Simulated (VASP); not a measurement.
# Ge5Bi3 in VASP: a series of runs

Ge5Bi3 is run at these levels: PBE; tasks: single point.

All numbers are computed with VASP 6.6.1; they aren't measurements. Logs are shortened: lines on timing, memory, paths and dates and some standing lists are left out, and cuts for length are marked.

## (1) The cell of the first run

The cell holds a disordered packing, 16 atoms: a = 7.335 Å, b = 7.029 Å, c = 7.583 Å, α = 92.01°, β = 92.87°, γ = 92.74°.

## (2) Single point, PBE

Input file INCAR:

```
  PREC = Accurate
  ENCUT = 520
  EDIFF = 1E-7
  ISMEAR = -1
  SIGMA = 0.0862
  LREAL = Auto
  LASPH = True
  NELM = 80
  ALGO = Normal
  ISIF = 2
  LWAVE = False
  LCHARG = False
  GGA = PE
  ISYM = 0
  NBANDS = 129
```

Input file KPOINTS:

```
Automatic mesh
0
Gamma
  1 1 1
  0.25 0.25 0.25
```

Input file POSCAR:

```
Ge5Bi3
1.0
    7.3302180000     -0.1736460000     -0.1884740000
   -0.1736460000      7.0252930000     -0.1301890000
   -0.1884740000     -0.1301890000      7.5795750000
Ge Bi
10 6
Direct
    0.3576982451      0.4239646333      0.3666200744
    0.5994264760      0.8565909098      0.3239606468
    0.1810892690      0.3817108687      0.7928109657
    0.6477222384      0.1926741305      0.2016517883
    0.8234974846      0.1811184156      0.9125109904
    0.8006193710      0.5431057848      0.9906744553
    0.0140442360      0.6298804789      0.2817687645
    0.7077211858      0.9234861658      0.6494630350
    0.5507206535      0.3057240796      0.7644485920
    0.4512926931      0.6806216357      0.6285726296
    0.7725853122      0.4032207299      0.5036402632
    0.3198910159      0.0227350228      0.4912350612
    0.0629280140      0.7422474230      0.7028967646
    0.0651237793      0.1596103451      0.2157475387
    0.4175705177      0.6091352599      0.0825048761
    0.3013017924      0.9952574634      0.9609831855
```

Potentials or basis: VASP PAW PBE potentials, release 64 (Ge_d, Bi_d).

Run with:

```
$ cat potpaw_PBE.64/Ge_d/POTCAR potpaw_PBE.64/Bi_d/POTCAR > POTCAR
$ mpirun -np 1 vasp_std > vasp.out
```

OUTCAR:

```text
PREC = Accurate
   ENCUT = 520
   EDIFF = 1E-7
   ISMEAR = -1
   LREAL = Auto
   LASPH = True
   NELM = 80
   ISIF = 2
   GGA = PE
   ISYM = 0

 ion  position               nearest neighbor table
   1  0.358  0.424  0.367-  15 2.60  10 2.68  14 2.93  12 3.01  11 3.18
   2  0.599  0.857  0.324-   8 2.58   4 2.58  15 2.73  12 2.75  10 2.89
   3  0.181  0.382  0.793-   9 2.81  13 2.81  15 3.08  16 3.18
   4  0.648  0.193  0.202-   2 2.58   5 2.60  11 2.77  14 3.08  16 3.28
   5  0.823  0.181  0.913-   9 2.46   4 2.60   6 2.61   8 2.72  14 2.84
   6  0.801  0.543  0.991-   5 2.61   7 2.68   9 2.88  15 2.98  13 3.29
   7  0.014  0.630  0.282-   6 2.68  11 2.95  13 3.26  14 3.37  15 3.40
   8  0.708  0.923  0.649-  10 2.47   2 2.58   5 2.72  13 2.97  12 3.15
   9  0.551  0.306  0.764-   5 2.46  11 2.71   3 2.81   6 2.88  12 3.19  16 3.23  15 3.38
  10  0.451  0.681  0.629-   8 2.47   1 2.68  12 2.84   2 2.89  13 2.98  11 3.28
  11  0.773  0.403  0.504-   9 2.71   4 2.77   7 2.95   1 3.18  10 3.28  13 3.38  14 3.59
  12  0.320  0.023  0.491-   2 2.75  10 2.84  14 2.95   1 3.01   8 3.15   9 3.19  13 3.19  16 3.58

  13  0.063  0.742  0.703-   3 2.81   8 2.97  10 2.98  16 3.03  12 3.19   7 3.26   6 3.29  11 3.38

  14  0.065  0.160  0.216-   5 2.84  16 2.90   1 2.93  12 2.95   4 3.08   7 3.37  11 3.59
  15  0.418  0.609  0.083-   1 2.60   2 2.73   6 2.98  16 3.04   3 3.08   9 3.38   7 3.40
  16  0.301  0.995  0.961-  14 2.90  13 3.03  15 3.04   3 3.18   9 3.23   4 3.28  12 3.58

IMPORTANT INFORMATION: All symmetrisations will be switched off!
NOSYMM: (Re-)initialisation of all symmetry stuff for point group C_1.

----------------------------------------------------------------------------------------

                                     Primitive cell

  volume of cell :     389.7140

  direct lattice vectors                    reciprocal lattice vectors
     7.330218000 -0.173646000 -0.188474000     0.136591936  0.003440216  0.003455590
    -0.173646000  7.025293000 -0.130189000     0.003440216  0.142474786  0.002532733
    -0.188474000 -0.130189000  7.579575000     0.003455590  0.002532733  0.132062949

  length of vectors
     7.334696402  7.028644524  7.583035593     0.136678942  0.142538817  0.132132427

  position of ions in fractional coordinates (direct lattice)
     0.357698245  0.423964633  0.366620074
     0.599426476  0.856590910  0.323960647
     0.181089269  0.381710869  0.792810966
     0.647722238  0.192674131  0.201651788
     0.823497485  0.181118416  0.912510990
     0.800619371  0.543105785  0.990674455
[... 8 lines left out ...]
     0.417570518  0.609135260  0.082504876
     0.301301792  0.995257463  0.960983185

  ion indices of the primitive-cell ions
   primitive index   ion index
                 1           1
                 2           2
                 3           3
                 4           4
                 5           5
                 6           6
[... 8 lines left out ...]
                15          15
                16          16

----------------------------------------------------------------------------------------

 KPOINTS: Automatic mesh

Automatic generation of k-mesh.
 Grid dimensions read from file:
 generate k-points for:    1    1    1

 Generating k-lattice:

  Cartesian coordinates                     Fractional coordinates (reciprocal lattice)
     0.136591936  0.003440216  0.003455590     1.000000000  0.000000000  0.000000000
     0.003440216  0.142474786  0.002532733    -0.000000000  1.000000000  0.000000000
     0.003455590  0.002532733  0.132062949     0.000000000  0.000000000  1.000000000

  Length of vectors
     0.136678942  0.142538817  0.132132427

  Shift w.r.t. Gamma in fractional coordinates (k-lattice)
     0.250000000  0.250000000  0.250000000

 Subroutine IBZKPT returns following result:
 ===========================================

 Found      1 irreducible k-points:

 Following reciprocal coordinates:
            Coordinates               Weight
  0.250000  0.250000  0.250000      2.000000
   k-points           NKPTS =      1   k-points in BZ     NKDIM =      1   number of bands    NBANDS=    129
   number of dos      NEDOS =    301   number of ions     NIONS =     16
   total plane-waves  NPLWV = 169344
   dimension x,y,z NGX =    56 NGY =   54 NGZ =   56
   dimension x,y,z NGXF=   112 NGYF=  108 NGZF=  112
   ions per type =              10   6
   NGX,Y,Z   is equivalent  to a cutoff of  12.69, 12.77, 12.28 a.u.
   NGXF,Y,Z  is equivalent  to a cutoff of  25.39, 25.54, 24.55 a.u.
 SYSTEM =  unknown system
   PREC   = accura    normal or accurate (medium, high low for compatibility)
   ISTART =      0    job   : 0-new  1-cont  2-samecut
   ICHARG =      2    charge: 1-file 2-atom 10-const
   ISPIN  =      1    spin polarized calculation?
   LNONCOLLINEAR =      F non collinear calculations
   LSORBIT =      F    spin-orbit coupling
   LASPH  =      T    aspherical Exc in radial PAW
   ENCUT  =  520.0 eV  38.22 Ry    6.18 a.u.  13.64 13.07 14.10*2*pi/ulx,y,z
   NELM   =     80;   NELMIN=  2; NELMDL= -5     # of ELM steps
   EDIFF  = 0.1E-06   stopping-criterion for ELM
   LREAL  =      T    real-space projection
   EDIFFG = 0.1E-05   stopping-criterion for IOM
   NSW    =      0    number of steps for IOM
   IBRION =     -1    ionic relax: 0-MD 1-quasi-New 2-CG
   NFREE  =      0    steps in history (QN), initial steepest desc. (CG)
   ISIF   =      2    stress and relaxation
   ISYM   =      0    0-nonsym 1-usesym 2-fastsym
   POTIM  = 0.5000    time-step for ionic-motion
   TEBEG  =    0.0;   TEEND  =   0.0 temperature during run
   PSTRESS=    0.0 pullay stress
   NELECT =     230.0000    total number of electrons
   NUPDOWN=      -1.0000    fix difference up-down
   EMIN   =  10.00;   EMAX   =-10.00  energy-range for DOS
   EFERMI =   0.00;   METHOD = LEGACY
   ISMEAR =    -1;   SIGMA  =   0.09  broadening in eV -4-tet -1-fermi 0-gaus
   EFERMI_NEDOS =   21; number of points for ismear=-14 and -15
   IALGO  =     38    algorithm
   IMIX   =      4    mixing-type and parameters
     AMIX     =   0.40;   BMIX     =  1.00
     AMIX_MAG =   1.60;   BMIX_MAG =  1.00
  volume/ion in A,a.u.               =      24.36       164.37
  Fermi-wavevector in a.u.,A,eV,Ry     =   1.373205  2.594982 25.656406  1.885693
  Thomas-Fermi vector in A             =   2.498743
   LORBIT       =      0    0 simple, 1 ext, 2 COOP (PROOUT), +10 PAW based schemes
   GGA     = PE    functional components
   LHFCALC =     F    Hartree Fock is set to
   AEXX    =    0.0000 exact exchange contribution
   IVDW    =     0    specifies the selected vdW correction
   LEPSILON=     F    determine dielectric tensor
   LRPA    =     F    only Hartree local field effects (RPA)
 non-spin polarized calculation
  energy-cutoff  :      520.00
  volume of cell :      389.71
 maximum number of plane-waves:     10507
 NGX is ok and might be reduce to    54
   NGX = 27   NGY = 27   NGZ = 29

 number of electron     229.9999994 magnetization

 Free energy of the ion-electron system (eV)
  ---------------------------------------------------
  ext. energy  EPLUGINS =         0.00000000
  ---------------------------------------------------
  free energy    TOTEN  =       -60.69914298 eV

  energy without entropy =      -60.46434591  energy(sigma->0) =      -60.58174444

 E-fermi :   6.7716     XC(G=0): -10.4652

 val. band max:        6.6503596652   @ k =   0.2500   0.2500   0.2500
 cond. band min:       6.8603036344   @ k =   0.2500   0.2500   0.2500
 fundamental gap:      0.2099439692
 Fermi energy:         6.7716496570

 k-point     1 :       0.2500    0.2500    0.2500
  band No.  band energies     occupation
      1     -18.0130      2.00000
      2     -18.0001      2.00000
      3     -17.9789      2.00000
      4     -17.9690      2.00000
      5     -17.9541      2.00000
      6     -17.9441      2.00000
[... 119 lines left out ...]
    126       9.3239      0.00000
    127       9.3898      0.00000
 [bands above 127 left out]

------------------------ aborting loop because EDIFF is reached ----------------------------------------

  FORCE on cell =-STRESS in cart. coord.  units (eV):
  Direction    XX          YY          ZZ          XY          YZ          ZX
  --------------------------------------------------------------------------------------
  -------------------------------------------------------------------------------------
  Total       20.9283431     16.7348624     22.5265480      6.8711982      3.5284614      6.1633197
  in kB       86.0398118     68.7997326     92.6102914     28.2486100     14.5060771     25.3384064
  external PRESSURE =      82.4832786 kB  Pullay stress =       0.0000000 kB

 VOLUME and BASIS-vectors are now :
 -----------------------------------------------------------------------------
  energy-cutoff  :      520.00
  volume of cell :      389.71
      direct lattice vectors                 reciprocal lattice vectors
     7.330218000 -0.173646000 -0.188474000     0.136591936  0.003440216  0.003455590
    -0.173646000  7.025293000 -0.130189000     0.003440216  0.142474786  0.002532733
    -0.188474000 -0.130189000  7.579575000     0.003455590  0.002532733  0.132062949

 POSITION                                       TOTAL-FORCE (eV/Angst)
 -----------------------------------------------------------------------------------
      2.47929      2.86863      2.65621        -0.632503     -0.300754      0.910852
      4.18412      5.87154      2.23099         0.974937     -0.044432     -0.037497
      1.11172      2.54697      5.92535        -0.116833     -0.623220      0.086126
      4.67648      1.21486      1.38127        -0.461996     -0.048338      0.375149
      5.83298      1.01061      6.73766         1.097532      0.156539     -0.445980
      5.58769      3.54748      7.28729         0.337523      0.074054      0.370131
[... 8 lines left out ...]
      2.93956      4.19610      0.46735         0.320695     -0.207250     -1.728984
      1.85466      6.81455      7.09749         0.533454      0.052565     -0.330296
 -----------------------------------------------------------------------------------
    total drift:                                0.009134     -0.005939      0.014517

  FREE ENERGIE OF THE ION-ELECTRON SYSTEM (eV)
  ---------------------------------------------------
  free  energy   TOTEN  =       -60.6991429752 eV

  energy  without entropy=      -60.4643459096  energy(sigma->0) =      -60.58174444
```

It took 95 s on 1 thread of Intel Xeon Platinum 8488C (Sapphire Rapids), shared host; peak memory 0.4 GiB.

What came out:

| Item | Value |
| --- | --- |
| Free energy | -60.6991 eV |
| Pressure | 8.2 GPa |
| Largest force | 1.771 eV/Å |

Forces on the atoms (eV/Å):
```
Ge  -0.633 -0.301  0.911
Ge   0.975 -0.044 -0.037
Ge  -0.117 -0.623  0.086
Ge  -0.462 -0.048  0.375
Ge   1.098  0.157 -0.446
Ge   0.338  0.074  0.370
Ge  -0.433  0.524  0.176
Ge   0.523  0.422  0.339
Ge  -1.391 -0.032  0.004
Ge   0.082 -1.010 -0.117
Bi   1.293  0.119 -0.479
Bi  -0.321  0.615  0.704
Bi  -1.066  0.169 -0.164
Bi  -0.739  0.136  0.337
Bi   0.321 -0.207 -1.729
Bi   0.533  0.053 -0.330
```

Levels at points of the mesh, in eV from the Fermi level:
| k point | band 112 | band 113 | band 114 | band 115 | band 116 | band 117 | band 118 | band 119 |
| --- | --- | --- | --- | --- | --- | --- | --- | --- |
| (0.25, 0.25, 0.25) | -0.71 | -0.38 | -0.24 | -0.12 | 0.09 | 0.62 | 0.72 | 0.93 |

Caveat: the k points lie up to 0.90 Å⁻¹ apart, too coarse for converged energies, forces and pressures; the atoms stand as in a frame of molecular dynamics; spin-orbit coupling is left out, which moves the levels of the heavy elements.

## (3) Single point, PBE

Input file INCAR:

```
PREC = Accurate ; ENCUT = 520
EDIFF = 1E-6 ; ISMEAR = -1
SIGMA = 0.0862 ; LREAL = Auto
LASPH = T ; NELM = 80
ALGO = Normal ; ISIF = 2
LWAVE = F ; LCHARG = F
GGA = PE ; ISYM = 0
NBANDS = 129
```

KPOINTS is that of step 2.

Input file POSCAR:

```
Ge5Bi3
1.0
    7.3302180000     -0.1736460000     -0.1884740000
   -0.1736460000      7.0252930000     -0.1301890000
   -0.1884740000     -0.1301890000      7.5795750000
Ge Bi
10 6
Direct
    0.3126917786      0.4283345928      0.3267045610
    0.6306306504      0.8501352382      0.3065439339
    0.1351624598      0.3907911324      0.7315809021
    0.6425859668      0.2153496506      0.1949850622
    0.8546086611      0.2078182788      0.8610629444
    0.8333815955      0.5315999715      1.0269775326
   -0.0230418000      0.6811934687      0.3073902054
    0.7020259443      0.9353043180      0.6371189640
    0.4658450128      0.2606354860      0.7878125813
    0.4695250978      0.6460369157      0.6004997870
    0.7659694005      0.3938763873      0.5214227301
    0.3099501811      0.0229654942      0.4921131337
    0.0536711485      0.7429068387      0.7322464537
    0.0368071022      0.1779452180      0.2147331073
    0.4483828884      0.6152072113      0.0499275656
    0.3219387540      0.9916579194      0.9725788105
```

Potentials or basis: VASP PAW PBE potentials, release 64 (Ge_d, Bi_d).

Run with:

```
$ cat potpaw_PBE.64/Ge_d/POTCAR potpaw_PBE.64/Bi_d/POTCAR > POTCAR
$ mpirun -np 1 vasp_std > vasp.out
```

Run time: 81 s. Hardware: 1 thread of Intel Xeon Platinum 8488C (Sapphire Rapids), shared host; peak memory 0.4 GiB.

It converged, with:

```yaml
Free_energy: -61.6005 eV
Pressure: 7.3 GPa
Largest_force: 2.253 eV/Å
```

Forces in eV/Å, atoms in the order of the input:
```
Ge   0.256  0.548  0.464
Ge   0.649  0.254  0.512
Ge   0.681 -2.112  0.390
Ge  -0.553 -0.321 -0.128
Ge  -0.110  0.014 -0.081
Ge  -0.364  0.027 -0.113
Ge   0.190  0.098  0.487
Ge   0.170  0.314  0.374
Ge   0.733  0.751 -0.709
Ge  -0.449 -0.098 -0.490
Bi   0.498  0.417  0.028
Bi  -0.221 -0.252  0.061
Bi  -0.845  1.592 -0.190
Bi  -0.068 -0.394 -0.317
Bi   0.344 -0.861 -1.090
Bi  -0.911  0.024  0.802
```

Stress tensor (GPa, compression positive):
```
6.89 4.45 2.61
4.45 6.98 2.56
2.61 2.56 8.17
```

Levels at points of the mesh, in eV from the Fermi level:
```tsv
k point	band 113	band 114	band 115	band 116	band 117	band 118
(0.25, 0.25, 0.25)	-0.71	-0.59	-0.12	0.13	0.39	0.57
```

Caveat: the k points lie up to 0.90 Å⁻¹ apart, too coarse for converged energies, forces and pressures; the atoms stand as in a frame of molecular dynamics; spin-orbit coupling is left out, which moves the levels of the heavy elements.
